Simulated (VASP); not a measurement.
Wanted: the native input for a VASP 6.6.1 run.

| Quantity | Value |
| --- | --- |
| Task | relaxation of cell and atoms |
| Functional | PBEsol |
| Potentials or basis | VASP PAW PBE potentials, release 64 (Al) |
| Cutoff | 500 eV |
| k mesh | 20 × 20 × 20 |
| Occupations | fermi-dirac, width 0.05 eV |
| Spin | no spin polarisation |
| Target pressure | 10 GPa |
| Dipole correction | no |
| Further INCAR settings | ALGO = Normal; EDIFF = 1e-07; IBRION = 2; EDIFFG = -0.01; NSW = 60; ISIF = 3 |

The structure of Al lies in POSCAR:

```
Al
1.0
   -1.6050000000      1.6050000000      1.6050000000
    1.6050000000     -1.6050000000      1.6050000000
    1.6050000000      1.6050000000     -1.6050000000
Al
1
Direct
    0.0000000000      0.0000000000      0.0000000000
```

This isn't the form of Al at room conditions, which is fcc.

The input as run:

INCAR

```
ALGO = Normal ; EDIFF = 1E-7
EDIFFG = -0.01 ; ENCUT = 500
GGA = PS ; GGA_COMPAT = False
IBRION = 2 ; ISIF = 3
ISMEAR = -1 ; LASPH = True
LCHARG = False ; LREAL = False
LWAVE = False ; NELM = 120
NELMIN = 4 ; NSW = 60
PREC = Accurate ; PSTRESS = 100.0
SIGMA = 0.05
```

KPOINTS

```
k-points
0
Gamma
  20 20 20
```

Potentials or basis: VASP PAW PBE potentials, release 64 (Al).

The run is started by

```sh
$ cat potpaw_PBE.64/Al/POTCAR > POTCAR
$ mpirun -np 1 vasp_std > vasp.out
```

It gave:

* Relaxed volume: 14.89 Å³/atom
* Relaxed cell: a = 2.684 Å, b = 2.684 Å, c = 2.684 Å, α = 109.47°, β = 109.47°, γ = 109.47°
* Space group after relaxing (to 0.1 Å): Im-3m (No. 229)
* Energy change on relaxing (the run minimises the enthalpy): +48.4 meV/atom
* Ionic steps: 3
* Pressure after relaxing: 10.0 GPa
* Band gap on the k mesh: zero (an odd number of electrons rules out a gap without spin polarisation)

Caveat: the cell is relaxed towards a set pressure, so the run minimises the enthalpy, not the energy; the PAW data sets were made with another functional, which shifts forces and pressure a little.

Wall time 16 s on 1 thread of AMD EPYC 9R45 96-Core Processor (Zen 5), with other jobs on the host, peak memory 0.1 GiB.
